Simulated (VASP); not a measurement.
# SnSe (Fm-3m) in VASP: notebook

SnSe is run at these levels: RPBE+D4, PBE exchange alone, LDA; tasks: single point.

All numbers are computed with VASP 6.6.1; they aren't measurements. Logs are shortened: lines on timing, memory, paths and dates and some standing lists are left out, and cuts for length are marked.

### 1 The cell of the first run

It takes space group Fm-3m (No. 225, cubic). Conventional cell: a = 6.099 Å, b = 6.099 Å, c = 6.099 Å, α = 90.00°, β = 90.00°, γ = 90.00°. Within 4.0 Å of Sn (site symmetry m-3m) lie 6 Se at 3.05 Å. Se (site symmetry m-3m) has 6 Sn at 3.05 Å within 4.0 Å.

### 2 Single point, RPBE+D4

INCAR

```
SYSTEM = SnSe
  ALGO = Normal
  EDIFF = 1E-7
  ENCUT = 520
  GGA = RP
  ISIF = 2
  ISMEAR = -1
  IVDW = 13
  LASPH = .TRUE.
  LCHARG = .FALSE.
  LREAL = .FALSE.
  LWAVE = .FALSE.
  NBANDS = 17
  NELM = 80
  PREC = Accurate
  SIGMA = 0.05
```

KPOINTS

```
k-points
0
G
  8 8 8
  0 0 0
```

POSCAR

```
SnSe
1.0
    0.0000000000      3.0496098055      3.0496098055
    3.0496098055      0.0000000000      3.0496098055
    3.0496098055      3.0496098055      0.0000000000
Sn Se
1 1
Direct
    0.0000000000      0.0000000000      0.0000000000
    0.5000000000      0.5000000000      0.5000000000
```

Potentials or basis: VASP PAW PBE potentials, release 64 (Sn_d, Se).

Launch:

```console
$ cat potpaw_PBE.64/Sn_d/POTCAR potpaw_PBE.64/Se/POTCAR > POTCAR
$ mpirun -np 1 vasp_std > vasp.out
```

OUTCAR:

```text
SYSTEM = SnSe
   EDIFF = 1E-7
   ENCUT = 520
   GGA = RP
   ISIF = 2
   ISMEAR = -1
   IVDW = 13
   LASPH = .TRUE.
   LREAL = .FALSE.
   NELM = 80
   PREC = Accurate

 ion  position               nearest neighbor table
   1  0.000  0.000  0.000-   2 3.05   2 3.05   2 3.05   2 3.05   2 3.05   2 3.05
   2  0.500  0.500  0.500-   1 3.05   1 3.05   1 3.05   1 3.05   1 3.05   1 3.05

  LATTYP: Found a face centered cubic cell.
 ALAT       =     6.0992196110

  Lattice vectors:

 A1 = (   0.0000000000,   3.0496098055,   3.0496098055)
 A2 = (   3.0496098055,   0.0000000000,   3.0496098055)
 A3 = (   3.0496098055,   3.0496098055,   0.0000000000)

Analysis of symmetry for initial positions (statically):
=====================================================================
 Subroutine PRICEL returns:
 Original cell was already a primitive cell.

 Routine SETGRP: Setting up the symmetry group for a
 face centered cubic supercell.

 Subroutine GETGRP returns: Found 48 space group operations
 (whereof 48 operations were pure point group operations)
 out of a pool of 48 trial point group operations.

The static configuration has the point symmetry O_h .

Analysis of symmetry for dynamics (positions and initial velocities):
=====================================================================
 Subroutine PRICEL returns:
 Original cell was already a primitive cell.

 Routine SETGRP: Setting up the symmetry group for a
 face centered cubic supercell.

 Subroutine GETGRP returns: Found 48 space group operations
 (whereof 48 operations were pure point group operations)
 out of a pool of 48 trial point group operations.

The dynamic configuration has the point symmetry O_h .

 Subroutine INISYM returns: Found 48 space group operations
 (whereof 48 operations are pure point group operations),
 and found     1 'primitive' translations

----------------------------------------------------------------------------------------

                                     Primitive cell

  volume of cell :      56.7235

  direct lattice vectors                    reciprocal lattice vectors
     0.000000000  3.049609805  3.049609805    -0.163955401  0.163955401  0.163955401
     3.049609805  0.000000000  3.049609805     0.163955401 -0.163955401  0.163955401
     3.049609805  3.049609805  0.000000000     0.163955401  0.163955401 -0.163955401

  length of vectors
     4.312799547  4.312799547  4.312799547     0.283979086  0.283979086  0.283979086

  position of ions in fractional coordinates (direct lattice)
     0.000000000  0.000000000  0.000000000
     0.500000000  0.500000000  0.500000000

  ion indices of the primitive-cell ions
   primitive index   ion index
                 1           1
                 2           2

----------------------------------------------------------------------------------------

 KPOINTS: k-points

Automatic generation of k-mesh.
 Grid dimensions read from file:
 generate k-points for:    8    8    8

 Generating k-lattice:

  Cartesian coordinates                     Fractional coordinates (reciprocal lattice)
    -0.020494425  0.020494425  0.020494425     0.125000000  0.000000000  0.000000000
     0.020494425 -0.020494425  0.020494425     0.000000000  0.125000000  0.000000000
     0.020494425  0.020494425 -0.020494425     0.000000000  0.000000000  0.125000000

  Length of vectors
     0.035497386  0.035497386  0.035497386

  Shift w.r.t. Gamma in fractional coordinates (k-lattice)
     0.000000000  0.000000000  0.000000000

 Subroutine IBZKPT returns following result:
 ===========================================

 Found     29 irreducible k-points:

 Following reciprocal coordinates:
            Coordinates               Weight
  0.000000  0.000000  0.000000      1.000000
  0.125000  0.000000  0.000000      8.000000
  0.250000  0.000000  0.000000      8.000000
  0.375000  0.000000  0.000000      8.000000
  0.500000  0.000000  0.000000      4.000000
  0.125000  0.125000  0.000000      6.000000
[... 16 lines left out ...]
  0.500000  0.250000  0.125000     48.000000
 -0.375000  0.250000  0.125000     24.000000
 [... further k-points ...]
   k-points           NKPTS =     29   k-points in BZ     NKDIM =     29   number of bands    NBANDS=     17
   number of dos      NEDOS =    301   number of ions     NIONS =      2
   total plane-waves  NPLWV =  32768
   dimension x,y,z NGX =    32 NGY =   32 NGZ =   32
   dimension x,y,z NGXF=    64 NGYF=   64 NGZF=   64
   ions per type =               1   1
   NGX,Y,Z   is equivalent  to a cutoff of  12.34, 12.34, 12.34 a.u.
   NGXF,Y,Z  is equivalent  to a cutoff of  24.67, 24.67, 24.67 a.u.
 SYSTEM =  SnSe
   PREC   = accura    normal or accurate (medium, high low for compatibility)
   ISTART =      0    job   : 0-new  1-cont  2-samecut
   ICHARG =      2    charge: 1-file 2-atom 10-const
   ISPIN  =      1    spin polarized calculation?
   LNONCOLLINEAR =      F non collinear calculations
   LSORBIT =      F    spin-orbit coupling
   LASPH  =      T    aspherical Exc in radial PAW
   ENCUT  =  520.0 eV  38.22 Ry    6.18 a.u.   8.02  8.02  8.02*2*pi/ulx,y,z
   NELM   =     80;   NELMIN=  2; NELMDL= -5     # of ELM steps
   EDIFF  = 0.1E-06   stopping-criterion for ELM
   LREAL  =      F    real-space projection
   EDIFFG = 0.1E-05   stopping-criterion for IOM
   NSW    =      0    number of steps for IOM
   IBRION =     -1    ionic relax: 0-MD 1-quasi-New 2-CG
   NFREE  =      0    steps in history (QN), initial steepest desc. (CG)
   ISIF   =      2    stress and relaxation
   ISYM   =      2    0-nonsym 1-usesym 2-fastsym
   POTIM  = 0.5000    time-step for ionic-motion
   TEBEG  =    0.0;   TEEND  =   0.0 temperature during run
   PSTRESS=    0.0 pullay stress
   NELECT =      20.0000    total number of electrons
   NUPDOWN=      -1.0000    fix difference up-down
   EMIN   =  10.00;   EMAX   =-10.00  energy-range for DOS
   EFERMI =   0.00;   METHOD = LEGACY
   ISMEAR =    -1;   SIGMA  =   0.05  broadening in eV -4-tet -1-fermi 0-gaus
   EFERMI_NEDOS =   21; number of points for ismear=-14 and -15
   IALGO  =     38    algorithm
   IMIX   =      4    mixing-type and parameters
     AMIX     =   0.40;   BMIX     =  1.00
     AMIX_MAG =   1.60;   BMIX_MAG =  1.00
  volume/ion in A,a.u.               =      28.36       191.39
  Fermi-wavevector in a.u.,A,eV,Ry     =   1.156549  2.185560 18.199216  1.337605
  Thomas-Fermi vector in A             =   2.293168
   LORBIT       =      0    0 simple, 1 ext, 2 COOP (PROOUT), +10 PAW based schemes
   GGA     = RP    functional components
   LHFCALC =     F    Hartree Fock is set to
   AEXX    =    0.0000 exact exchange contribution
   IVDW    =    13    specifies the selected vdW correction
   LEPSILON=     F    determine dielectric tensor
   LRPA    =     F    only Hartree local field effects (RPA)
 non-spin polarized calculation
  energy-cutoff  :      520.00
  volume of cell :       56.72
 maximum number of plane-waves:      1542
   NGX = 17   NGY = 17   NGZ = 17

 number of electron      19.9999992 magnetization

 Free energy of the ion-electron system (eV)
  ---------------------------------------------------
  ext. energy  EPLUGINS =         0.00000000
  ---------------------------------------------------
  free energy    TOTEN  =        -7.53286771 eV

  energy without entropy =       -7.53268304  energy(sigma->0) =       -7.53277537

 E-fermi :   5.5571     XC(G=0):  -9.2910

 val. band max:        5.3723306999   @ k =   0.5000   0.0000   0.0000
 cond. band min:       5.7438159910   @ k =   0.5000   0.0000   0.0000
 fundamental gap:      0.3714852911
 Fermi energy:         5.5570925027

 k-point     1 :       0.0000    0.0000    0.0000
  band No.  band energies     occupation
      1     -16.4183      2.00000
      2     -16.4183      2.00000
      3     -16.4183      2.00000
      4     -16.4117      2.00000
      5     -16.4117      2.00000
      6      -8.3076      2.00000
[... 9 lines left out ...]
     16      11.2127      0.00000
     17      13.3734      0.00000

 k-point     2 :       0.1250    0.0000    0.0000
  band No.  band energies     occupation
      1     -16.4180      2.00000
      2     -16.4174      2.00000
      3     -16.4174      2.00000
      4     -16.4120      2.00000
      5     -16.4120      2.00000
      6      -8.2067      2.00000
[... 9 lines left out ...]
     16      11.5658      0.00000
     17      14.3467      0.00000

 k-point     3 :       0.2500    0.0000    0.0000
  band No.  band energies     occupation
      1     -16.4174      2.00000
      2     -16.4174      2.00000
      3     -16.4172      2.00000
      4     -16.4106      2.00000
      5     -16.4106      2.00000
      6      -7.9369      2.00000
[... 9 lines left out ...]
     16      12.4951      0.00000
     17      16.4131      0.00000

 k-point     4 :       0.3750    0.0000    0.0000
  band No.  band energies     occupation
      1     -16.4190      2.00000
      2     -16.4190      2.00000
      3     -16.4164      2.00000
      4     -16.4074      2.00000
      5     -16.4074      2.00000
      6      -7.6153      2.00000
[... 9 lines left out ...]
     16      13.9269      0.00000
     17      16.5581      0.00000
[... 343 lines left out ...]
      1     -16.4198      2.00000
      2     -16.4187      2.00000
      3     -16.4139      2.00000
      4     -16.4114      2.00000
      5     -16.4076      2.00000
      6      -7.7250      2.00000
[... 9 lines left out ...]
     16      14.6244      0.00000
     17      14.7639      0.00000

 k-point    23 :       0.5000    0.2500    0.1250
  band No.  band energies     occupation
      1     -16.4221      2.00000
      2     -16.4166      2.00000
      3     -16.4144      2.00000
      4     -16.4094      2.00000
      5     -16.4067      2.00000
      6      -7.4558      2.00000
[... 9 lines left out ...]
     16      14.9052      0.00000
     17      16.2022      0.00000

 k-point    24 :      -0.3750    0.2500    0.1250
  band No.  band energies     occupation
      1     -16.4229      2.00000
      2     -16.4163      2.00000
      3     -16.4128      2.00000
      4     -16.4103      2.00000
      5     -16.4060      2.00000
      6      -7.3307      2.00000
[... 9 lines left out ...]
     16      16.0006      0.00000
     17      16.0806      0.00000

 [... further k-points ...]

------------------------ aborting loop because EDIFF is reached ----------------------------------------

  DFT-D4 for vdW energy calculation

  Edisp (eV):   -1.42118

  FORCE on cell =-STRESS in cart. coord.  units (eV):
  Direction    XX          YY          ZZ          XY          YZ          ZX
  --------------------------------------------------------------------------------------
  -------------------------------------------------------------------------------------
  Total       0.16974     0.16974     0.16974     0.00000     0.00000     0.00000
  in kB       4.79443     4.79443     4.79443     0.00000     0.00000     0.00000
  external pressure =        4.79 kB  Pullay stress =        0.00 kB

 VOLUME and BASIS-vectors are now :
 -----------------------------------------------------------------------------
  energy-cutoff  :      520.00
  volume of cell :       56.72
      direct lattice vectors                 reciprocal lattice vectors
     0.000000000  3.049609805  3.049609805    -0.163955401  0.163955401  0.163955401
     3.049609805  0.000000000  3.049609805     0.163955401 -0.163955401  0.163955401
     3.049609805  3.049609805  0.000000000     0.163955401  0.163955401 -0.163955401

 POSITION                                       TOTAL-FORCE (eV/Angst)
 -----------------------------------------------------------------------------------
      0.00000      0.00000      0.00000        -0.000000     -0.000000     -0.000000
      3.04961      3.04961      3.04961         0.000000      0.000000      0.000000
 -----------------------------------------------------------------------------------
    total drift:                                0.000000     -0.000000     -0.000000

  FREE ENERGIE OF THE ION-ELECTRON SYSTEM (eV)
  ---------------------------------------------------
  free  energy   TOTEN  =        -8.9540484755 eV

  energy  without entropy=       -8.9538638100  energy(sigma->0) =       -8.95395614
```

It took 21 s on 1 thread of Intel Xeon 8259CL, shared host; peak memory 0.19 GiB.

Results:

- Free energy: -8.9540 eV
- Pressure: 0.5 GPa
- Band gap on the k mesh: 0.37 eV
- Dispersion energy per atom: -0.711 eV

Levels at points of the mesh, in eV from the valence-band top:
```tsv
k point	band 7	band 8	band 9	band 10	band 11	band 12	band 13	band 14
(0.00, 0.00, 0.00)	-5.21	-2.18	-2.18	-2.18	4.12	4.12	4.12	5.84
(0.50, 0.00, 0.00)	-7.91	-1.95	-1.95	0.00	0.37	1.21	1.21	8.15
(0.50, 0.50, 0.00)	-6.05	-5.28	-3.55	-3.55	3.13	5.08	5.08	5.68
```

Caveat: semilocal functionals underestimate gaps, and a narrow one can read as zero; the PAW data sets were made with another functional, which shifts forces and pressure a little; spin-orbit coupling is left out, which moves the levels of the heavy elements. A k mesh can miss the band edges.

(Continued in part 2 of 2.)
